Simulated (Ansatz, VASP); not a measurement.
**In: VASP beside Ansatz**

```
CELL_PARAMETERS angstrom
1.67518 0.96717 8.23473
-1.67518 0.96717 8.23473
0.00000 -1.93434 8.23473
ATOMIC_POSITIONS crystal
In 0.00000 0.00000 0.00000
In 0.77801 0.77801 0.77801
In 0.22199 0.22199 0.22199
```

Change from the starting cell: volume scaled by 1.01, PAW files.

Alike in both runs: task electric field gradients; functional PBE; k mesh 14 × 14 × 14; occupations fermi-dirac, width 0.05 eV; no spin polarisation.

```csv
,VASP,Ansatz
version,VASP 6.6.1,Ansatz 0.2.0
potentials or method,"VASP PAW PBE potentials, release 64 (In_d)","PAW with Ansatz's default frozen-core files, scalar-relativistic"
plane-wave cutoff (eV),520,420
valence electrons in the cell,39,39
```

```csv
,VASP,Ansatz,Ansatz less VASP
pressure (GPa),1.3,1.3,+0.03
"traceless stress, the component that is largest in VASP (GPa)",0.16,0.15,-0.002
rms of the force components (eV/Å),0.007,0.006,-0.0002
size of Vzz on the site where it differs most (V/Å²),4.5,4.8,+0.31
```

Atom by atom the forces differ by 0.000 eV/Å (rms over components). The functional is the same, so the differences come from potentials, cutoffs and numerics.
